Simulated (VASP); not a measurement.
# RbBr (Fm-3m) in VASP: further runs, part 2 of 2

VASP 6.6.1.

## (4) Single point, PBEsol

This run uses another cell than the first one, of 40.27 Å³/atom, 1.002 times its volume.

File INCAR:

```
PREC = Accurate
ENCUT = 520
EDIFF = 1E-6
ISMEAR = 0
SIGMA = 0.1
LREAL = F
LASPH = T
NELM = 100
ALGO = Normal
ISIF = 2
LWAVE = F
LCHARG = T
GGA = PS
LELF = T
LVHAR = T
NBANDS = 15
```

File KPOINTS:

```
Automatic mesh
0
Gamma
  4 4 4
```

File POSCAR:

```
RbBr
1.0
    0.0000000000      3.4275000000      3.4275000000
    3.4275000000      0.0000000000      3.4275000000
    3.4275000000      3.4275000000      0.0000000000
Rb Br
1 1
Direct
    0.0000000000      0.0000000000      0.0000000000
    0.5000000000      0.5000000000      0.5000000000
```

Potentials or basis: VASP PAW PBE potentials, release 64 (Rb_sv, Br).

On the command line:

```bash
$ cat potpaw_PBE.64/Rb_sv/POTCAR potpaw_PBE.64/Br/POTCAR > POTCAR
$ mpirun -np 1 vasp_std > vasp.out
```

OUTCAR:

```text
PREC = Accurate
   ENCUT = 520
   EDIFF = 1E-6
   ISMEAR = 0
   LREAL = F
   LASPH = T
   NELM = 100
   ISIF = 2
   GGA = PS

 ion  position               nearest neighbor table
   1  0.000  0.000  0.000-   2 3.43   2 3.43   2 3.43   2 3.43   2 3.43   2 3.43
   2  0.500  0.500  0.500-   1 3.43   1 3.43   1 3.43   1 3.43   1 3.43   1 3.43

  LATTYP: Found a face centered cubic cell.
 ALAT       =     6.8550000000

  Lattice vectors:

 A1 = (   0.0000000000,   3.4275000000,   3.4275000000)
 A2 = (   3.4275000000,   0.0000000000,   3.4275000000)
 A3 = (   3.4275000000,   3.4275000000,   0.0000000000)

Analysis of symmetry for initial positions (statically):
=====================================================================
 Subroutine PRICEL returns:
 Original cell was already a primitive cell.

 Routine SETGRP: Setting up the symmetry group for a
 face centered cubic supercell.

 Subroutine GETGRP returns: Found 48 space group operations
 (whereof 48 operations were pure point group operations)
 out of a pool of 48 trial point group operations.

[... 156 lines left out ...]
      3     -10.2905      2.00000
      4     -10.2905      2.00000
      5     -10.2905      2.00000
      6      -1.8463      2.00000
      7      -1.8463      2.00000
      8      -1.8463      2.00000
      9       2.3641      0.00000
     10       5.3537      0.00000
     11       5.3537      0.00000
     12       5.3537      0.00000
     13       6.2442      0.00000
     14       6.2442      0.00000
[... 113 lines left out ...]
      2     -14.0120      2.00000
      3     -10.4219      2.00000
      4     -10.4219      2.00000
      5     -10.2727      2.00000
      6      -2.3517      2.00000
      7      -2.2039      2.00000
      8      -2.2039      2.00000
      9       5.1266      0.00000
     10       5.1266      0.00000
     11       6.3191      0.00000
     12       6.6738      0.00000
     13       9.0176      0.00000
     14       9.0423      0.00000
     15       9.0685      0.00000

------------------------ aborting loop because EDIFF is reached ----------------------------------------

  FORCE on cell =-STRESS in cart. coord.  units (eV):
  Direction    XX          YY          ZZ          XY          YZ          ZX
  --------------------------------------------------------------------------------------
  -------------------------------------------------------------------------------------
  Total       -0.0147963     -0.0147963     -0.0147963     -0.0000000     -0.0000000      0.0000000
  in kB       -0.2943760     -0.2943760     -0.2943760     -0.0000000     -0.0000000      0.0000000
  external PRESSURE =      -0.2943760 kB  Pullay stress =       0.0000000 kB

 VOLUME and BASIS-vectors are now :
 -----------------------------------------------------------------------------
  energy-cutoff  :      520.00
  volume of cell :       80.53
      direct lattice vectors                 reciprocal lattice vectors
     0.000000000  3.427500000  3.427500000    -0.145878920  0.145878920  0.145878920
     3.427500000  0.000000000  3.427500000     0.145878920 -0.145878920  0.145878920
     3.427500000  3.427500000  0.000000000     0.145878920  0.145878920 -0.145878920

 POSITION                                       TOTAL-FORCE (eV/Angst)
 -----------------------------------------------------------------------------------
      0.00000      0.00000      0.00000         0.000000      0.000000      0.000000
      3.42750      3.42750      3.42750         0.000000      0.000000     -0.000000
 -----------------------------------------------------------------------------------
    total drift:                                0.000000      0.000000      0.000000

  FREE ENERGIE OF THE ION-ELECTRON SYSTEM (eV)
  ---------------------------------------------------
  free  energy   TOTEN  =        -6.3551067539 eV

  energy  without entropy=       -6.3551067539  energy(sigma->0) =       -6.35510675
```

OSZICAR:

```text
N       E                     dE             d eps       ncg     rms          rms(c)
DAV:   1     0.835341813752E+02    0.83534E+02   -0.67062E+03   240   0.907E+02
DAV:   2    -0.483457612141E+00   -0.84018E+02   -0.76879E+02   347   0.166E+02
DAV:   3    -0.639311862834E+01   -0.59097E+01   -0.58801E+01   310   0.445E+01
DAV:   4    -0.655925654219E+01   -0.16614E+00   -0.16611E+00   395   0.714E+00
DAV:   5    -0.656025960058E+01   -0.10031E-02   -0.10031E-02   324   0.588E-01    0.277E+00
DAV:   6    -0.636127290931E+01    0.19899E+00   -0.24146E-01   310   0.227E+00    0.181E+00
DAV:   7    -0.634469723080E+01    0.16576E-01   -0.10604E-01   317   0.160E+00    0.921E-01
DAV:   8    -0.635444713395E+01   -0.97499E-02   -0.11951E-02   262   0.634E-01    0.106E-01
DAV:   9    -0.635472218315E+01   -0.27505E-03   -0.55057E-04   331   0.117E-01    0.607E-02
DAV:  10    -0.635509834857E+01   -0.37617E-03   -0.51389E-04   254   0.116E-01    0.232E-02
DAV:  11    -0.635510009570E+01   -0.17471E-05   -0.27827E-05   311   0.257E-02    0.665E-03
DAV:  12    -0.635510652858E+01   -0.64329E-05   -0.89533E-06   254   0.167E-02    0.169E-03
DAV:  13    -0.635510675392E+01   -0.22534E-06   -0.37572E-07   267   0.349E-03
   1 F= -.63551068E+01 E0= -.63551068E+01  d E =-.339753E-11
```

stdout:

```text
POSCAR found type information on POSCAR RbBr
 POSCAR found :  2 types and       2 ions
 scaLAPACK will be used
 -----------------------------------------------------------------------------
|                                                                             |
|                                                                             |
|     You enforced a specific xc type in the INCAR file but a different       |
|     I HOPE YOU KNOW WHAT YOU ARE DOING!                                     |
|                                                                             |
 -----------------------------------------------------------------------------

 LDA part: xc-table for (Slater+PW92), standard interpolation
 POSCAR, INCAR and KPOINTS ok, starting setup
 FFT: planning ... GRIDC
 FFT: planning ... GRID_SOFT
 FFT: planning ... GRID
 WAVECAR not read
 entering main loop
```

Run time: 22 s. Hardware: 1 thread of AMD EPYC 7R43 (Zen 3), shared host; peak memory 0.16 GiB.

What came out:

```
Free energy            : -6.3551 eV
Pressure               : 0.0 GPa
Band gap on the k mesh : 4.21 eV, direct
```

Levels at points of the mesh, in eV from the valence-band top:
```csv
k point,band 6,band 7,band 8,band 9,band 10,band 11
"(0.00, 0.00, 0.00)",0.00,0.00,0.00,4.21,7.20,7.20
"(0.50, 0.00, 0.00)",-1.02,-0.36,-0.36,6.67,7.61,9.43
"(0.50, 0.50, 0.00)",-0.49,-0.16,-0.16,5.50,7.01,9.05
```

Caveat: the PAW data sets were made with another functional, which shifts forces and pressure a little. A hybrid or GW would open this gap; PBEsol tends to underestimate it.

## (5) Single point, PBEsol

File INCAR:

```
SYSTEM = RbBr
PREC = Accurate ; ENCUT = 520
EDIFF = 1E-6 ; ISMEAR = 0
SIGMA = 0.02 ; LREAL = .FALSE.
LASPH = .TRUE. ; NELM = 100
ALGO = Normal ; ISIF = 2
LWAVE = .FALSE. ; LCHARG = .FALSE.
GGA = PS ; NBANDS = 15
```

File KPOINTS:

```
regular mesh
0
G
  6 6 6
  0 0 0
```

File POSCAR:

```
RbBr
1.0
    0.0000000000      3.4252093723      3.4252093723
    3.4252093723      0.0000000000      3.4252093723
    3.4252093723      3.4252093723      0.0000000000
Rb Br
1 1
Direct
    0.0000000000      0.0000000000      0.0000000000
    0.5000000000      0.5000000000      0.5000000000
```

On the command line:

```bash
$ cat potpaw_PBE.64/Rb_sv/POTCAR potpaw_PBE.64/Br/POTCAR > POTCAR
$ mpirun -np 1 vasp_std > vasp.out
```

It took 26 s on 1 thread of AMD EPYC 7R43 (Zen 3), shared host; peak memory 0.17 GiB.

The run converged. Its results:

```
Free energy            : -6.3554 eV
Pressure               : 0.0 GPa
Band gap on the k mesh : 4.22 eV, direct
```

Levels at points of the mesh, in eV from the valence-band top:
```csv
k point,band 4,band 5,band 6,band 7,band 8,band 9,band 10,band 11,band 12,band 13
"(0.00, 0.00, 0.00)",-8.44,-8.44,0.00,0.00,0.00,4.22,7.20,7.20,7.20,8.09
"(0.50, 0.00, 0.00)",-8.45,-8.39,-1.02,-0.37,-0.37,6.67,7.62,9.44,9.44,10.07
"(0.50, 0.50, 0.00)",-8.51,-8.51,-0.49,-0.16,-0.16,5.49,7.02,9.06,9.15,9.38
```

Caveat: the PAW data sets were made with another functional, which shifts forces and pressure a little. A hybrid or GW would open this gap; PBEsol tends to underestimate it.

## (6) Single point, PBEsol

This run uses another cell than the first one, of 40.08 Å³/atom, 0.997 times its volume.

File INCAR:

```
PREC = Accurate
ENCUT = 520
EDIFF = 1E-6
ISMEAR = 0
SIGMA = 0.01
LREAL = F
LASPH = T
NELM = 60
ALGO = Normal
ISIF = 2
LWAVE = F
LCHARG = F
GGA = PS
NBANDS = 15
```

File KPOINTS:

```
Automatic mesh
0
Gamma
  6 6 6
```

File POSCAR:

```
RbBr
1.0
    0.0000000000      3.4222214040      3.4222214040
    3.4222214040      0.0000000000      3.4222214040
    3.4222214040      3.4222214040      0.0000000000
Rb Br
1 1
Direct
    0.0000000000      0.0000000000      0.0000000000
    0.5000000000      0.5000000000      0.5000000000
```

Potentials or basis: VASP PAW PBE potentials, release 64 (Rb_sv, Br).

On the command line:

```bash
$ cat potpaw_PBE.64/Rb_sv/POTCAR potpaw_PBE.64/Br/POTCAR > POTCAR
$ mpirun -np 1 vasp_std > vasp.out
```

OUTCAR:

```text
PREC = Accurate
   ENCUT = 520
   EDIFF = 1E-6
   ISMEAR = 0
   LREAL = F
   LASPH = T
   NELM = 60
   ISIF = 2
   GGA = PS

 ion  position               nearest neighbor table
   1  0.000  0.000  0.000-   2 3.42   2 3.42   2 3.42   2 3.42   2 3.42   2 3.42
   2  0.500  0.500  0.500-   1 3.42   1 3.42   1 3.42   1 3.42   1 3.42   1 3.42

  LATTYP: Found a face centered cubic cell.
 ALAT       =     6.8444428080

  Lattice vectors:
[... 462 lines left out ...]
     14       9.0416      0.00000
     15       9.4655      0.00000

------------------------ aborting loop because EDIFF is reached ----------------------------------------

  FORCE on cell =-STRESS in cart. coord.  units (eV):
  Direction    XX          YY          ZZ          XY          YZ          ZX
  --------------------------------------------------------------------------------------
  -------------------------------------------------------------------------------------
  Total        0.0162288      0.0162288      0.0162288      0.0000000      0.0000000     -0.0000000
  in kB        0.3243710      0.3243710      0.3243710      0.0000000      0.0000000     -0.0000000
  external PRESSURE =       0.3243710 kB  Pullay stress =       0.0000000 kB

 VOLUME and BASIS-vectors are now :
 -----------------------------------------------------------------------------
  energy-cutoff  :      520.00
  volume of cell :       80.16
      direct lattice vectors                 reciprocal lattice vectors
     0.000000000  3.422221404  3.422221404    -0.146103931  0.146103931  0.146103931
     3.422221404  0.000000000  3.422221404     0.146103931 -0.146103931  0.146103931
     3.422221404  3.422221404  0.000000000     0.146103931  0.146103931 -0.146103931

 POSITION                                       TOTAL-FORCE (eV/Angst)
 -----------------------------------------------------------------------------------
      0.00000      0.00000      0.00000        -0.000000      0.000000      0.000000
      3.42222      3.42222      3.42222         0.000000     -0.000000     -0.000000
 -----------------------------------------------------------------------------------
    total drift:                                0.000000      0.000000      0.000000

  FREE ENERGIE OF THE ION-ELECTRON SYSTEM (eV)
  ---------------------------------------------------
  free  energy   TOTEN  =        -6.3553611115 eV

  energy  without entropy=       -6.3553611115  energy(sigma->0) =       -6.35536111
```

OSZICAR:

```text
N       E                     dE             d eps       ncg     rms          rms(c)
DAV:   1     0.805831504880E+02    0.80583E+02   -0.65117E+03   480   0.907E+02
DAV:   2    -0.975908526534E+00   -0.81559E+02   -0.72716E+02   659   0.162E+02
DAV:   3    -0.642296381015E+01   -0.54471E+01   -0.54247E+01   663   0.427E+01
DAV:   4    -0.655860495492E+01   -0.13564E+00   -0.13562E+00   677   0.631E+00
DAV:   5    -0.655938178517E+01   -0.77683E-03   -0.77683E-03   663   0.469E-01    0.279E+00
DAV:   6    -0.636153202130E+01    0.19785E+00   -0.23901E-01   578   0.227E+00    0.183E+00
DAV:   7    -0.634498791785E+01    0.16544E-01   -0.10397E-01   627   0.159E+00    0.926E-01
DAV:   8    -0.635467460582E+01   -0.96867E-02   -0.12284E-02   496   0.634E-01    0.102E-01
DAV:   9    -0.635498472037E+01   -0.31011E-03   -0.55517E-04   670   0.118E-01    0.598E-02
DAV:  10    -0.635535174554E+01   -0.36703E-03   -0.47679E-04   487   0.115E-01    0.214E-02
DAV:  11    -0.635535520968E+01   -0.34641E-05   -0.24052E-05   620   0.258E-02    0.949E-03
DAV:  12    -0.635536091600E+01   -0.57063E-05   -0.99337E-06   494   0.167E-02    0.127E-03
DAV:  13    -0.635536111153E+01   -0.19553E-06   -0.27030E-07   534   0.309E-03
   1 F= -.63553611E+01 E0= -.63553611E+01  d E =-.368376E-14
```

stdout:

```text
POSCAR found type information on POSCAR RbBr
 POSCAR found :  2 types and       2 ions
 scaLAPACK will be used
 -----------------------------------------------------------------------------
|                                                                             |
|                                                                             |
|     You enforced a specific xc type in the INCAR file but a different       |
|     I HOPE YOU KNOW WHAT YOU ARE DOING!                                     |
|                                                                             |
 -----------------------------------------------------------------------------

 LDA part: xc-table for (Slater+PW92), standard interpolation
 POSCAR, INCAR and KPOINTS ok, starting setup
 FFT: planning ... GRIDC
 FFT: planning ... GRID_SOFT
 FFT: planning ... GRID
 WAVECAR not read
 entering main loop
```

Wall time 23 s (1 thread of Intel Xeon Platinum 8259CL at 2.50GHz (Skylake/Cascade Lake), shared host); peak memory 0.21 GiB.

What came out:

- Free energy: -6.3554 eV
- Pressure: 0.0 GPa
- Band gap on the k mesh: 4.22 eV, direct

Caveat: the PAW data sets were made with another functional, which shifts forces and pressure a little.

## (7) Overview

```csv
task,cell,k mesh,cutoff (eV),smearing,gap on the mesh (eV),pressure (GPa)
single point,"a = 4.844 Å, angles 60.0°, 2 atoms",6 × 6 × 6,520,gaussian 0.02 eV,4.22,0.0
relaxation of cell and atoms,"relaxed from a = 4.847 Å, angles 60.0°, 2 atoms",6 × 6 × 6,600,gaussian 0.02 eV,4.21,0.0
single point,"a = 4.847 Å, angles 60.0°, 2 atoms",4 × 4 × 4,520,gaussian 0.1 eV,4.21,0.0
single point,"a = 4.840 Å, angles 60.0°, 2 atoms",6 × 6 × 6,520,gaussian 0.01 eV,4.22,0.0
```

Alike in all rows: level PBEsol; potentials or basis VASP PAW PBE potentials, release 64 (Rb_sv, Br); no spin polarisation.

Caveats: the PAW data sets were made with another functional, which shifts forces and pressure a little.

Total energies depend on the potentials used, so only differences within one code and one set of settings carry meaning.
